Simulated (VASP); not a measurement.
## KTa6: single point with PBEsol

KTa6, a slab with vacuum:

```xyz
7
Lattice="4.6393 0.0000 0.0000 -2.3196 4.0177 0.0000 0.0000 0.0000 19.9439" Properties=species:S:1:pos:R:3 pbc="T T T"
Ta    2.3196    1.3392    4.0000
Ta    0.0000    2.6785    4.9470
Ta    0.0000    0.0000    5.8940
Ta    2.3196    1.3392    6.7813
Ta    0.0000    2.6785    7.6080
Ta    0.0000    0.0000    8.4439
K     1.8042    0.4464   11.0846
```

| Property | Result |
| --- | --- |
| Program | VASP 6.6.1 |
| Task | single point |
| Functional | PBEsol |
| Potentials or basis | VASP PAW PBE potentials, release 64 (Ta_pv, K_sv) |
| Cutoff | 520 eV |
| k mesh | 6 × 6 × 1 |
| Occupations | gaussian, width 0.1 eV |
| Spin | no spin polarisation |
| Dipole correction | yes |
| Further INCAR settings | ALGO = Normal; EDIFF = 1e-07; NBANDS = 46 |

```
Largest force          : 1.824 eV/Å
Band gap on the k mesh : zero (an odd number of electrons rules out a gap without spin polarisation)
```

Forces on the atoms (eV/Å):
```
Ta   0.011 -0.006  1.762
Ta  -0.002  0.004 -0.013
Ta  -0.022  0.013 -1.824
Ta   0.020 -0.034  0.073
Ta   0.029 -0.004  0.295
Ta  -0.392 -0.156 -0.314
K    0.356  0.183  0.021
```

Levels at points of the mesh, in eV from the Fermi level:
```csv
k point,band 33,band 34,band 35,band 36,band 37,band 38,band 39,band 40,band 41,band 42
"(0.00, 0.00, 0.00)",-1.33,-1.07,-0.98,-0.97,-0.42,-0.41,0.13,0.21,0.22,0.29
"(0.50, 0.00, 0.00)",-1.53,-1.12,-0.97,-0.71,-0.31,-0.04,0.12,0.79,1.03,1.11
"(0.00, 0.50, 0.00)",-1.53,-1.14,-0.97,-0.72,-0.30,-0.07,0.09,0.81,1.02,1.08
"(0.50, 0.50, 0.00)",-1.52,-1.13,-0.97,-0.70,-0.30,-0.02,0.09,0.79,1.04,1.09
```

It took 8.3 min on 1 thread of Intel(R) Xeon(R) 6975P-C (Granite Rapids) (shared host), peak memory 0.61 GiB.

Caveat: the PAW data sets were made with another functional, which shifts forces and pressure a little; spin-orbit coupling is left out, which moves the levels of the heavy elements.
